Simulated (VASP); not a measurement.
Set up this calculation in VASP 6.6.1, as the native input.

```yaml
Task: single point
Functional: PBEsol
Dispersion: D3(BJ)
Potentials_or_basis: VASP PAW PBE potentials, release 64 (Mn_pv, S)
Cutoff: 520 eV
k_mesh: 5 × 5 × 5
Occupations: fermi-dirac, width 0.01 eV
Spin: collinear spin, ferromagnetic start
Starting_moments: "[5.2, 0.0] μB"
Dipole_correction: no
Further_INCAR_settings: ALGO = Normal; EDIFF = 1e-06; NBANDS = 20
```

The structure of MnS lies in POSCAR:

```
MnS
1.0
    0.0000000000      2.8000000000      2.8000000000
    2.8000000000      0.0000000000      2.8000000000
    2.8000000000      2.8000000000      0.0000000000
Mn S
1 1
Direct
    0.0000000000      0.0000000000      0.0400000000
    0.2500000000      0.2500000000      0.2500000000
```

The input as run:

INCAR

```
PREC = Accurate
ENCUT = 520
EDIFF = 1E-6
ISMEAR = -1
SIGMA = 0.01
LREAL = F
LASPH = T
NELM = 150
ALGO = Normal
ISIF = 2
LWAVE = F
LCHARG = T
ISPIN = 2
MAGMOM = 5.2 0
LORBIT = 11
LMAXMIX = 4
GGA = PS
IVDW = 12
LELF = T
LVHAR = T
NBANDS = 20
```

KPOINTS

```
regular mesh
0
Gamma
  5 5 5
```

Potentials or basis: VASP PAW PBE potentials, release 64 (Mn_pv, S).

Run with:

```bash
$ cat potpaw_PBE.64/Mn_pv/POTCAR potpaw_PBE.64/S/POTCAR > POTCAR
$ mpirun -np 1 vasp_std > vasp.out
```

Results of the run:

The pressure is -3.5 GPa and the largest force is 0.835 eV/Å. The net moment is 4.89 μB per cell and the site moments are Mn +4.29; S +0.08 μB. The valence electrons inside the program's atomic spheres are Mn 11.39; S 3.73 and the dispersion energy per atom is -0.287 eV.

Caveat: the k points lie up to 0.39 Å⁻¹ apart; the PAW data sets were made with another functional, which shifts forces and pressure a little; a cell with one magnetic atom can't hold antiferromagnetic order, which such compounds often take.

Wall time 64 s on 1 thread of Intel(R) Xeon(R) Platinum 8259CL CPU @ 2.50GHz (Skylake/Cascade Lake), with other jobs on the host, peak memory 0.22 GiB.
